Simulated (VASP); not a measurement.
# PbS (Fm-3m) in VASP: further runs, part 2 of 3

VASP 6.6.1.

**3. Single point, PBE (strain -4.0%)**

Contents of INCAR:

```
PREC     = Accurate       # precision mode
ENCUT    = 520            # plane-wave cutoff, eV
EDIFF    = 1E-6           # SCF threshold, eV
ISMEAR   = -1             # smearing method
SIGMA    = 0.02           # smearing width, eV
LREAL    = F              # projectors in reciprocal space
LASPH    = T              # aspherical terms in the spheres
NELM     = 100            # most SCF steps
ALGO     = Normal         # electronic algorithm
ISIF     = 2              # what is computed and relaxed
LWAVE    = F              # write WAVECAR
LCHARG   = T              # write CHGCAR
GGA      = PE             # functional
LELF     = T              # ELF
LVHAR    = T            
NBANDS   = 17             # bands
```

Contents of KPOINTS:

```
Automatic mesh
0
Gamma
  8 8 8
```

Contents of POSCAR:

```
PbS
1.0
    0.0000000000      2.8677433692      2.8677433692
    2.8677433692      0.0000000000      2.8677433692
    2.8677433692      2.8677433692      0.0000000000
Pb S
1 1
Direct
    0.0000000000      0.0000000000      0.0000000000
    0.5000000000      0.5000000000      0.5000000000
```

Potentials or basis: VASP PAW PBE potentials, release 64 (Pb_d, S).

On the command line:

```bash
> cat potpaw_PBE.64/Pb_d/POTCAR potpaw_PBE.64/S/POTCAR > POTCAR
> mpirun -np 1 vasp_std > vasp.out
```

OUTCAR:

```text
PREC = Accurate
   ENCUT = 520
   EDIFF = 1E-6
   ISMEAR = -1
   LREAL = F
   LASPH = T
   NELM = 100
   ISIF = 2
   GGA = PE

 ion  position               nearest neighbor table
   1  0.000  0.000  0.000-   2 2.87   2 2.87   2 2.87   2 2.87   2 2.87   2 2.87
   2  0.500  0.500  0.500-   1 2.87   1 2.87   1 2.87   1 2.87   1 2.87   1 2.87

  LATTYP: Found a face centered cubic cell.
 ALAT       =     5.7354867384

  Lattice vectors:

 A1 = (   0.0000000000,   2.8677433692,   2.8677433692)
 A2 = (   2.8677433692,   0.0000000000,   2.8677433692)
 A3 = (   2.8677433692,   2.8677433692,   0.0000000000)

Analysis of symmetry for initial positions (statically):
=====================================================================
 Subroutine PRICEL returns:
 Original cell was already a primitive cell.

 Routine SETGRP: Setting up the symmetry group for a
 face centered cubic supercell.

 Subroutine GETGRP returns: Found 48 space group operations
 (whereof 48 operations were pure point group operations)
 out of a pool of 48 trial point group operations.

The static configuration has the point symmetry O_h .

Analysis of symmetry for dynamics (positions and initial velocities):
=====================================================================
 Subroutine PRICEL returns:
 Original cell was already a primitive cell.

 Routine SETGRP: Setting up the symmetry group for a
 face centered cubic supercell.

 Subroutine GETGRP returns: Found 48 space group operations
 (whereof 48 operations were pure point group operations)
 out of a pool of 48 trial point group operations.

The dynamic configuration has the point symmetry O_h .

 Subroutine INISYM returns: Found 48 space group operations
 (whereof 48 operations are pure point group operations),
 and found     1 'primitive' translations

----------------------------------------------------------------------------------------

                                     Primitive cell

  volume of cell :      47.1684

  direct lattice vectors                    reciprocal lattice vectors
     0.000000000  2.867743369  2.867743369    -0.174353119  0.174353119  0.174353119
     2.867743369  0.000000000  2.867743369     0.174353119 -0.174353119  0.174353119
     2.867743369  2.867743369  0.000000000     0.174353119  0.174353119 -0.174353119

  length of vectors
     4.055601566  4.055601566  4.055601566     0.301988460  0.301988460  0.301988460

  position of ions in fractional coordinates (direct lattice)
     0.000000000  0.000000000  0.000000000
     0.500000000  0.500000000  0.500000000

  ion indices of the primitive-cell ions
   primitive index   ion index
                 1           1
                 2           2

----------------------------------------------------------------------------------------

 KPOINTS: Automatic mesh

Automatic generation of k-mesh.
 Grid dimensions read from file:
 generate k-points for:    8    8    8

 Generating k-lattice:

  Cartesian coordinates                     Fractional coordinates (reciprocal lattice)
    -0.021794140  0.021794140  0.021794140     0.125000000  0.000000000  0.000000000
     0.021794140 -0.021794140  0.021794140     0.000000000  0.125000000  0.000000000
     0.021794140  0.021794140 -0.021794140     0.000000000  0.000000000  0.125000000

  Length of vectors
     0.037748558  0.037748558  0.037748558

  Shift w.r.t. Gamma in fractional coordinates (k-lattice)
     0.000000000  0.000000000  0.000000000

 Subroutine IBZKPT returns following result:
 ===========================================

 Found     29 irreducible k-points:

 Following reciprocal coordinates:
            Coordinates               Weight
  0.000000  0.000000  0.000000      1.000000
  0.125000  0.000000  0.000000      8.000000
  0.250000  0.000000  0.000000      8.000000
  0.375000  0.000000  0.000000      8.000000
  0.500000  0.000000  0.000000      4.000000
  0.125000  0.125000  0.000000      6.000000
[... 16 lines left out ...]
  0.500000  0.250000  0.125000     48.000000
 -0.375000  0.250000  0.125000     24.000000
 [... further k-points ...]
   k-points           NKPTS =     29   k-points in BZ     NKDIM =     29   number of bands    NBANDS=     17
   number of dos      NEDOS =    301   number of ions     NIONS =      2
   total plane-waves  NPLWV =  27000
   dimension x,y,z NGX =    30 NGY =   30 NGZ =   30
   dimension x,y,z NGXF=    60 NGYF=   60 NGZF=   60
   ions per type =               1   1
   NGX,Y,Z   is equivalent  to a cutoff of  12.30, 12.30, 12.30 a.u.
   NGXF,Y,Z  is equivalent  to a cutoff of  24.60, 24.60, 24.60 a.u.
 SYSTEM =  unknown system
   PREC   = accura    normal or accurate (medium, high low for compatibility)
   ISTART =      0    job   : 0-new  1-cont  2-samecut
   ICHARG =      2    charge: 1-file 2-atom 10-const
   ISPIN  =      1    spin polarized calculation?
   LNONCOLLINEAR =      F non collinear calculations
   LSORBIT =      F    spin-orbit coupling
   LASPH  =      T    aspherical Exc in radial PAW
   ENCUT  =  520.0 eV  38.22 Ry    6.18 a.u.   7.54  7.54  7.54*2*pi/ulx,y,z
   NELM   =    100;   NELMIN=  2; NELMDL= -5     # of ELM steps
   EDIFF  = 0.1E-05   stopping-criterion for ELM
   LREAL  =      F    real-space projection
   EDIFFG = 0.1E-04   stopping-criterion for IOM
   NSW    =      0    number of steps for IOM
   IBRION =     -1    ionic relax: 0-MD 1-quasi-New 2-CG
   NFREE  =      0    steps in history (QN), initial steepest desc. (CG)
   ISIF   =      2    stress and relaxation
   ISYM   =      2    0-nonsym 1-usesym 2-fastsym
   POTIM  = 0.5000    time-step for ionic-motion
   TEBEG  =    0.0;   TEEND  =   0.0 temperature during run
   PSTRESS=    0.0 pullay stress
   NELECT =      20.0000    total number of electrons
   NUPDOWN=      -1.0000    fix difference up-down
   EMIN   =  10.00;   EMAX   =-10.00  energy-range for DOS
   EFERMI =   0.00;   METHOD = LEGACY
   ISMEAR =    -1;   SIGMA  =   0.02  broadening in eV -4-tet -1-fermi 0-gaus
   EFERMI_NEDOS =   21; number of points for ismear=-14 and -15
   IALGO  =     38    algorithm
   IMIX   =      4    mixing-type and parameters
     AMIX     =   0.40;   BMIX     =  1.00
     AMIX_MAG =   1.60;   BMIX_MAG =  1.00
  volume/ion in A,a.u.               =      23.58       159.15
  Fermi-wavevector in a.u.,A,eV,Ry     =   1.229895  2.324164 20.580725  1.512641
  Thomas-Fermi vector in A             =   2.364764
   LORBIT       =      0    0 simple, 1 ext, 2 COOP (PROOUT), +10 PAW based schemes
   GGA     = PE    functional components
   LHFCALC =     F    Hartree Fock is set to
   AEXX    =    0.0000 exact exchange contribution
   IVDW    =     0    specifies the selected vdW correction
   LEPSILON=     F    determine dielectric tensor
   LRPA    =     F    only Hartree local field effects (RPA)
 non-spin polarized calculation
  energy-cutoff  :      520.00
  volume of cell :       47.17
 maximum number of plane-waves:      1287
   NGX = 15   NGY = 15   NGZ = 15

 number of electron      20.0000000 magnetization

 Free energy of the ion-electron system (eV)
  ---------------------------------------------------
  ext. energy  EPLUGINS =         0.00000000
  ---------------------------------------------------
  free energy    TOTEN  =        -8.57690150 eV

  energy without entropy =       -8.57661957  energy(sigma->0) =       -8.57676054

 E-fermi :   7.3339     XC(G=0): -10.1695

 val. band max:        7.3017573516   @ k =   0.5000   0.0000   0.0000
 cond. band min:       7.3660402699   @ k =   0.5000   0.0000   0.0000
 fundamental gap:      0.0642829183
 Fermi energy:         7.3338988108

 k-point     1 :       0.0000    0.0000    0.0000
  band No.  band energies     occupation
      1      -9.8088      2.00000
      2      -9.8088      2.00000
      3      -9.8088      2.00000
      4      -9.7960      2.00000
      5      -9.7960      2.00000
      6      -7.3566      2.00000
[... 9 lines left out ...]
     16      13.6695      0.00000
     17      15.5417      0.00000
[... 441 lines left out ...]
 k-point    24 :      -0.3750    0.2500    0.1250
  band No.  band energies     occupation
      1      -9.9140      2.00000
      2      -9.8218      2.00000
      3      -9.7900      2.00000
      4      -9.7684      2.00000
      5      -9.7364      2.00000
      6      -5.5272      2.00000
[... 9 lines left out ...]
     16      18.1103      0.00000
     17      18.5227      0.00000

 [... further k-points ...]

------------------------ aborting loop because EDIFF is reached ----------------------------------------

  FORCE on cell =-STRESS in cart. coord.  units (eV):
  Direction    XX          YY          ZZ          XY          YZ          ZX
  --------------------------------------------------------------------------------------
  -------------------------------------------------------------------------------------
  Total        2.8426835      2.8426835      2.8426835      0.0000000      0.0000000     -0.0000000
  in kB       96.5579953     96.5579953     96.5579953      0.0000000      0.0000000     -0.0000000
  external PRESSURE =      96.5579953 kB  Pullay stress =       0.0000000 kB

 VOLUME and BASIS-vectors are now :
 -----------------------------------------------------------------------------
  energy-cutoff  :      520.00
  volume of cell :       47.17
      direct lattice vectors                 reciprocal lattice vectors
     0.000000000  2.867743369  2.867743369    -0.174353119  0.174353119  0.174353119
     2.867743369  0.000000000  2.867743369     0.174353119 -0.174353119  0.174353119
     2.867743369  2.867743369  0.000000000     0.174353119  0.174353119 -0.174353119

 POSITION                                       TOTAL-FORCE (eV/Angst)
 -----------------------------------------------------------------------------------
      0.00000      0.00000      0.00000         0.000000     -0.000000     -0.000000
      2.86774      2.86774      2.86774        -0.000000      0.000000      0.000000
 -----------------------------------------------------------------------------------
    total drift:                               -0.000000      0.000000      0.000000

  FREE ENERGIE OF THE ION-ELECTRON SYSTEM (eV)
  ---------------------------------------------------
  free  energy   TOTEN  =        -8.5769015034 eV

  energy  without entropy=       -8.5766195722  energy(sigma->0) =       -8.57676054
```

Wall time 34 s (1 thread of Intel Xeon 8259CL, shared host); peak memory 0.18 GiB.

What came out:

| Item | Value |
| --- | --- |
| Free energy | -8.5769 eV |
| Pressure | 9.7 GPa |
| Band gap on the k mesh | 0.06 eV, direct |

Caveat: the cell differs from its parent crystal (strain -4.0%); spin-orbit coupling is left out, which moves the levels of the heavy elements. A k mesh can miss the band edges.

**4. Single point, PBE (strain -3.0%)**

Contents of INCAR:

```
PREC = Accurate
ENCUT = 520
EDIFF = 1E-6
ISMEAR = -1
SIGMA = 0.02
LREAL = False
LASPH = True
NELM = 100
ALGO = Normal
ISIF = 2
LWAVE = False
LCHARG = False
GGA = PE
NBANDS = 17
```

KPOINTS is that of step 3.

Contents of POSCAR:

```
PbS
1.0
    0.0000000000      2.8976156959      2.8976156959
    2.8976156959      0.0000000000      2.8976156959
    2.8976156959      2.8976156959      0.0000000000
Pb S
1 1
Direct
    0.0000000000      0.0000000000      0.0000000000
    0.5000000000      0.5000000000      0.5000000000
```

On the command line:

```bash
> cat potpaw_PBE.64/Pb_d/POTCAR potpaw_PBE.64/S/POTCAR > POTCAR
> mpirun -np 1 vasp_std > vasp.out
```

Run time: 35 s. Hardware: 1 thread of Intel Xeon 8259CL, shared host; peak memory 0.18 GiB.

Results (log left out):

* Free energy: -8.6555 eV
* Pressure: 7.1 GPa
* Band gap on the k mesh: 0.08 eV, direct

Levels at points of the mesh, in eV from the valence-band top:
| k point | band 6 | band 7 | band 8 | band 9 | band 10 | band 11 | band 12 | band 13 | band 14 | band 15 |
| --- | --- | --- | --- | --- | --- | --- | --- | --- | --- | --- |
| (0.00, 0.00, 0.00) | -14.36 | -6.00 | -2.63 | -2.63 | -2.63 | 5.33 | 5.33 | 5.33 | 6.44 | 6.44 |
| (0.50, 0.00, 0.00) | -12.93 | -9.39 | -2.18 | -2.18 | 0.00 | 0.08 | 1.70 | 1.70 | 8.65 | 9.89 |
| (0.50, 0.50, 0.00) | -12.36 | -7.41 | -5.92 | -4.01 | -4.01 | 3.45 | 5.72 | 5.86 | 5.86 | 11.13 |

Caveat: the cell differs from its parent crystal (strain -3.0%); spin-orbit coupling is left out, which moves the levels of the heavy elements. A k mesh can miss the band edges.

(Part 2 of 3 ends here.)
